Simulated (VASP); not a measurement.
# Cd4Se (Cmmm) in VASP: relaxation of cell and atoms with PBE

Aim: the relaxation of cell and atoms of Cd4Se with PBE.

All numbers are computed with VASP 6.6.1; they aren't measurements. Logs are shortened: lines on timing, memory, paths and dates and some standing lists are left out, and cuts for length are marked.

**1. The cell of the first run**

Symmetry: Cmmm, No. 65, orthorhombic system. The conventional cell has a = 8.396 Å, b = 8.507 Å, c = 3.735 Å, α = 90.00°, β = 90.00°, γ = 90.00°. Cd (site symmetry 2mm) has 1 Se at 2.74 Å and 7 Cd at 2.91 to 3.73 Å within 3.8 Å. Cd (site symmetry m2m) has 2 Se at 2.89 Å and 6 Cd at 3.13 to 3.73 Å within 3.8 Å. Within 3.8 Å of Se (site symmetry mmm) lie 6 Cd at 2.74 to 2.89 Å and 2 Se at 3.73 Å.

The cell was built from a structure type or drawn by symmetry, and may not be a known phase.

**2. Relaxation of cell and atoms, PBE**

Contents of INCAR:

```
SYSTEM = Cd4Se
PREC = Accurate
ENCUT = 600
EDIFF = 1E-6
ISMEAR = 0
SIGMA = 0.1
LREAL = .False.
LASPH = .True.
NELM = 80
ALGO = Normal
ISIF = 3
LWAVE = .False.
LCHARG = .False.
GGA = PE
IBRION = 2
NSW = 100
EDIFFG = -0.01
```

Contents of KPOINTS:

```
regular mesh
0
Gamma
  6 6 8
  0 0 0
```

Contents of POSCAR:

```
Cd4Se
1.0
    4.1978059728     -4.2533076540      0.0000000000
    4.1978059728      4.2533076540      0.0000000000
    0.0000000000      0.0000000000      3.7345805324
Cd Se
4 1
Direct
    0.3269504266      0.3269504266      0.0000000000
    0.2594852386      0.7405147614      0.5000000000
    0.7405147614      0.2594852386      0.5000000000
    0.6730495734      0.6730495734      0.0000000000
    0.0000000000      0.0000000000      0.0000000000
```

Potentials or basis: VASP PAW PBE potentials, release 64 (Cd, Se).

The run is started by

```console
$ cat potpaw_PBE.64/Cd/POTCAR potpaw_PBE.64/Se/POTCAR > POTCAR
$ mpirun -np 1 vasp_std > vasp.out
```

OUTCAR:

```text
SYSTEM = Cd4Se
   PREC = Accurate
   ENCUT = 600
   EDIFF = 1E-6
   ISMEAR = 0
   LREAL = .False.
   LASPH = .True.
   NELM = 80
   ISIF = 3
   GGA = PE
   IBRION = 2
   NSW = 100
   EDIFFG = -0.01

 ion  position               nearest neighbor table
   1  0.327  0.327  0.000-   5 2.74   4 2.91   2 3.13   3 3.13   2 3.13   3 3.13
   2  0.259  0.741  0.500-   5 2.89   5 2.89   1 3.13   1 3.13   4 3.13   4 3.13
   3  0.741  0.259  0.500-   5 2.89   5 2.89   1 3.13   1 3.13   4 3.13   4 3.13
   4  0.673  0.673  0.000-   5 2.74   1 2.91   3 3.13   2 3.13   2 3.13   3 3.13
   5  0.000  0.000  0.000-   1 2.74   4 2.74   3 2.89   2 2.89   2 2.89   3 2.89

  LATTYP: Found a base centered orthorhombic cell.
 ALAT       =     8.3956119456
 B/A-ratio  =     1.0132215928
 C/A-ratio  =     0.4448252917

  Lattice vectors:

 A1 = (   4.1978059728,  -4.2533076540,   0.0000000000)
 A2 = (   4.1978059728,   4.2533076540,   0.0000000000)
 A3 = (   0.0000000000,   0.0000000000,   3.7345805324)

Analysis of symmetry for initial positions (statically):
=====================================================================
 Subroutine PRICEL returns:
 Original cell was already a primitive cell.

 Routine SETGRP: Setting up the symmetry group for a
 base centered orthorhombic supercell.

 Subroutine GETGRP returns: Found  8 space group operations
 (whereof  8 operations were pure point group operations)
 out of a pool of  8 trial point group operations.

The static configuration has the point symmetry D_2h.

Analysis of symmetry for dynamics (positions and initial velocities):
=====================================================================
 Subroutine PRICEL returns:
 Original cell was already a primitive cell.

 Routine SETGRP: Setting up the symmetry group for a
 base centered orthorhombic supercell.

 Subroutine GETGRP returns: Found  8 space group operations
 (whereof  8 operations were pure point group operations)
 out of a pool of  8 trial point group operations.

The dynamic configuration has the point symmetry D_2h.

 Subroutine INISYM returns: Found  8 space group operations
 (whereof  8 operations are pure point group operations),
 and found     1 'primitive' translations

----------------------------------------------------------------------------------------

                                     Primitive cell

  volume of cell :     133.3586

  direct lattice vectors                    reciprocal lattice vectors
     4.197805973 -4.253307654  0.000000000     0.119109841 -0.117555569  0.000000000
     4.197805973  4.253307654  0.000000000     0.119109841  0.117555569  0.000000000
     0.000000000  0.000000000  3.734580532     0.000000000  0.000000000  0.267767689

  length of vectors
     5.975968623  5.975968623  3.734580532     0.167351325  0.167351325  0.267767689

  position of ions in fractional coordinates (direct lattice)
     0.326950427  0.326950427  0.000000000
     0.259485239  0.740514761  0.500000000
     0.740514761  0.259485239  0.500000000
     0.673049573  0.673049573  0.000000000
     0.000000000  0.000000000  0.000000000

  ion indices of the primitive-cell ions
   primitive index   ion index
                 1           1
                 2           2
                 3           3
                 4           4
                 5           5

----------------------------------------------------------------------------------------

 KPOINTS: regular mesh

Automatic generation of k-mesh.
 Grid dimensions read from file:
 generate k-points for:    6    6    8

 Generating k-lattice:

  Cartesian coordinates                     Fractional coordinates (reciprocal lattice)
     0.019851640 -0.019592595  0.000000000     0.166666667  0.000000000  0.000000000
     0.019851640  0.019592595  0.000000000     0.000000000  0.166666667  0.000000000
     0.000000000  0.000000000  0.033470961     0.000000000  0.000000000  0.125000000

  Length of vectors
     0.027891887  0.027891887  0.033470961

  Shift w.r.t. Gamma in fractional coordinates (k-lattice)
     0.000000000  0.000000000  0.000000000

 Subroutine IBZKPT returns following result:
 ===========================================

 Found     65 irreducible k-points:

 Following reciprocal coordinates:
            Coordinates               Weight
  0.000000  0.000000  0.000000      1.000000
  0.166667  0.000000  0.000000      4.000000
  0.333333  0.000000  0.000000      4.000000
  0.500000  0.000000  0.000000      2.000000
  0.166667  0.166667  0.000000      2.000000
  0.333333  0.166667  0.000000      4.000000
[... 16 lines left out ...]
  0.333333  0.333333  0.125000      4.000000
  0.500000  0.333333  0.125000      8.000000
 [... further k-points ...]
   k-points           NKPTS =     65   k-points in BZ     NKDIM =     65   number of bands    NBANDS=     32
   number of dos      NEDOS =    301   number of ions     NIONS =      5
   total plane-waves  NPLWV =  69120
   dimension x,y,z NGX =    48 NGY =   48 NGZ =   30
   dimension x,y,z NGXF=    96 NGYF=   96 NGZF=   60
   ions per type =               4   1
   NGX,Y,Z   is equivalent  to a cutoff of  13.35, 13.35, 13.35 a.u.
   NGXF,Y,Z  is equivalent  to a cutoff of  26.71, 26.71, 26.71 a.u.
 SYSTEM =  Cd4Se
   PREC   = accura    normal or accurate (medium, high low for compatibility)
   ISTART =      0    job   : 0-new  1-cont  2-samecut
   ICHARG =      2    charge: 1-file 2-atom 10-const
   ISPIN  =      1    spin polarized calculation?
   LNONCOLLINEAR =      F non collinear calculations
   LSORBIT =      F    spin-orbit coupling
   LASPH  =      T    aspherical Exc in radial PAW
   ENCUT  =  600.0 eV  44.10 Ry    6.64 a.u.  11.94 11.94  7.46*2*pi/ulx,y,z
   NELM   =     80;   NELMIN=  2; NELMDL= -5     # of ELM steps
   EDIFF  = 0.1E-05   stopping-criterion for ELM
   LREAL  =      F    real-space projection
   EDIFFG = -.1E-01   stopping-criterion for IOM
   NSW    =    100    number of steps for IOM
   IBRION =      2    ionic relax: 0-MD 1-quasi-New 2-CG
   NFREE  =      1    steps in history (QN), initial steepest desc. (CG)
   ISIF   =      3    stress and relaxation
   ISYM   =      2    0-nonsym 1-usesym 2-fastsym
   POTIM  = 0.5000    time-step for ionic-motion
   TEBEG  =    0.0;   TEEND  =   0.0 temperature during run
   PSTRESS=    0.0 pullay stress
   NELECT =      54.0000    total number of electrons
   NUPDOWN=      -1.0000    fix difference up-down
   EMIN   =  10.00;   EMAX   =-10.00  energy-range for DOS
   EFERMI =   0.00;   METHOD = LEGACY
   ISMEAR =     0;   SIGMA  =   0.10  broadening in eV -4-tet -1-fermi 0-gaus
   EFERMI_NEDOS =   21; number of points for ismear=-14 and -15
   IALGO  =     38    algorithm
   IMIX   =      4    mixing-type and parameters
     AMIX     =   0.40;   BMIX     =  1.00
     AMIX_MAG =   1.60;   BMIX_MAG =  1.00
  volume/ion in A,a.u.               =      26.67       179.99
  Fermi-wavevector in a.u.,A,eV,Ry     =   1.211153  2.288748 19.958279  1.466892
  Thomas-Fermi vector in A             =   2.346678
   LORBIT       =      0    0 simple, 1 ext, 2 COOP (PROOUT), +10 PAW based schemes
   GGA     = PE    functional components
   LHFCALC =     F    Hartree Fock is set to
   AEXX    =    0.0000 exact exchange contribution
   IVDW    =     0    specifies the selected vdW correction
   LEPSILON=     F    determine dielectric tensor
   LRPA    =     F    only Hartree local field effects (RPA)
 conjugate gradient relaxation of ions
 non-spin polarized calculation
 Gauss-broadening in eV      SIGMA  =   0.10
  energy-cutoff  :      600.00
  volume of cell :      133.36
 maximum number of plane-waves:      4497
   NGX = 23   NGY = 23   NGZ = 15

--------------------------------------- Ionic step        1  -------------------------------------------

 number of electron      54.0000013 magnetization

 Free energy of the ion-electron system (eV)
  ---------------------------------------------------
  ext. energy  EPLUGINS =         0.00000000
  ---------------------------------------------------
  free energy    TOTEN  =        -6.54903598 eV

  energy without entropy =       -6.53846007  energy(sigma->0) =       -6.54374802

------------------------ aborting loop because EDIFF is reached ----------------------------------------

  FORCE on cell =-STRESS in cart. coord.  units (eV):
  Direction    XX          YY          ZZ          XY          YZ          ZX
  --------------------------------------------------------------------------------------
  -------------------------------------------------------------------------------------
  Total        0.6954972      0.2018988     -0.4459892     -0.0000000      0.0000000      0.0000000
  in kB        8.3557419      2.4256226     -5.3581388     -0.0000000      0.0000000      0.0000000
  external PRESSURE =       1.8077419 kB  Pullay stress =       0.0000000 kB
[... 98 lines left out ...]
  FREE ENERGIE OF THE ION-ELECTRON SYSTEM (eV)
  ---------------------------------------------------
  free  energy   TOTEN  =        -6.5605127001 eV

  energy  without entropy=       -6.5492434427  energy(sigma->0) =       -6.55487807

[... ionic steps 4 to 11 ...]

--------------------------------------- Ionic step       12  -------------------------------------------

 number of electron      53.9999999 magnetization

------------------------ aborting loop because EDIFF is reached ----------------------------------------

  FORCE on cell =-STRESS in cart. coord.  units (eV):
  Direction    XX          YY          ZZ          XY          YZ          ZX
  --------------------------------------------------------------------------------------
  -------------------------------------------------------------------------------------
  Total        0.0530412     -0.0036325      0.0014946     -0.0000000      0.0000000      0.0000000
  in kB        0.6386453     -0.0437369      0.0179961     -0.0000000      0.0000000      0.0000000
  external PRESSURE =       0.2043015 kB  Pullay stress =       0.0000000 kB
[... 63 lines left out ...]
  energy  without entropy=       -6.5551605542  energy(sigma->0) =       -6.55977524

--------------------------------------- Ionic step       14  -------------------------------------------

 number of electron      54.0000000 magnetization

 Free energy of the ion-electron system (eV)
  ---------------------------------------------------
  ext. energy  EPLUGINS =         0.00000000
  ---------------------------------------------------
  free energy    TOTEN  =        -6.56439586 eV

  energy without entropy =       -6.55517205  energy(sigma->0) =       -6.55978395

 E-fermi :   1.7397     XC(G=0):  -9.6925

 val. band max:        1.6944885832   @ k =  -0.3333   0.3333   0.3750
 cond. band min:       1.7448988102   @ k =  -0.3333   0.3333   0.5000
 fundamental gap:      0.0504102271
 Fermi energy:         1.7396700347

 k-point     1 :       0.0000    0.0000    0.0000
  band No.  band energies     occupation
      1     -11.5080      2.00000
      2      -7.1904      2.00000
      3      -7.1418      2.00000
      4      -7.0838      2.00000
      5      -6.9964      2.00000
      6      -6.9914      2.00000
[... 829 lines left out ...]
     31       5.7501      0.00000
     32       6.4816      0.00000

 [... further k-points ...]
[... 5 lines left out ...]
  --------------------------------------------------------------------------------------
  -------------------------------------------------------------------------------------
  Total        0.0377722     -0.0202823     -0.0336853     -0.0000000      0.0000000      0.0000000
  in kB        0.4544617     -0.2440299     -0.4052894     -0.0000000      0.0000000      0.0000000
  external PRESSURE =      -0.0649525 kB  Pullay stress =       0.0000000 kB
[... 20 lines left out ...]
  FREE ENERGIE OF THE ION-ELECTRON SYSTEM (eV)
  ---------------------------------------------------
  free  energy   TOTEN  =        -6.5643958571 eV

  energy  without entropy=       -6.5551720520  energy(sigma->0) =       -6.55978395

 reached required accuracy - stopping structural energy minimisation
```

It took 15 min on 1 thread of Intel Xeon 6975P-C (Granite Rapids), shared host; peak memory 0.47 GiB.

Results:

```yaml
Free_energy: -6.5644 eV
Relaxed_volume: 26.63 Å³/atom
Relaxed_cell: a = 6.041 Å, b = 6.041 Å, c = 3.651 Å, α = 90.00°, β = 90.00°, γ = 88.41°
Space_group_after_relaxing_to_0.1_Å: Cmmm (No. 65)
Energy_gained_by_relaxing: 3.1 meV/atom
Ionic_steps: 14
Pressure_after_relaxing: 0.0 GPa
Largest_force_after_relaxing: 0.005 eV/Å
Band_gap_on_the_k_mesh: zero (bands 27 and 28 overlap by 1.19 eV)
```

Forces on the atoms (eV/Å):
```
Cd   0.005  0.000  0.000
Cd   0.000  0.004  0.000
Cd   0.000 -0.004  0.000
Cd  -0.005  0.000  0.000
Se   0.000  0.000  0.000
```

Stress tensor (GPa, compression positive):
```
 0.05  0.00  0.00
 0.00 -0.02  0.00
 0.00  0.00 -0.04
```

Step by step:
```csv
step,energy change (eV),largest force (eV/Å),pressure (GPa),volume (Å³)
1,0.0000,0.0826,0.18,133.36
2,-0.0067,0.0548,-0.02,133.94
3,-0.0115,0.0202,-0.33,134.91
4,-0.0137,0.0225,-0.05,133.68
5,-0.0139,0.0311,0.03,133.31
6,-0.0141,0.0272,0.02,133.32
7,-0.0146,0.0168,-0.01,133.33
8,-0.0147,0.0216,-0.06,133.36
9,-0.0147,0.0192,-0.05,133.35
10,-0.0150,0.0140,-0.01,133.20
11,-0.0152,0.0027,0.08,132.81
12,-0.0153,0.0030,0.02,133.07
13,-0.0154,0.0061,-0.02,133.22
14,-0.0154,0.0046,-0.01,133.16
```

Final structure:
```
Cd Se
1.0
     4.33031   -4.21152    0.00000
     4.33031    4.21152    0.00000
     0.00000    0.00000    3.65088
Cd Se
4 1
Direct
  0.32226 0.32226 0.00000
  0.26110 0.73890 0.50000
  0.73890 0.26110 0.50000
  0.67774 0.67774 0.00000
  0.00000 0.00000 0.00000
```
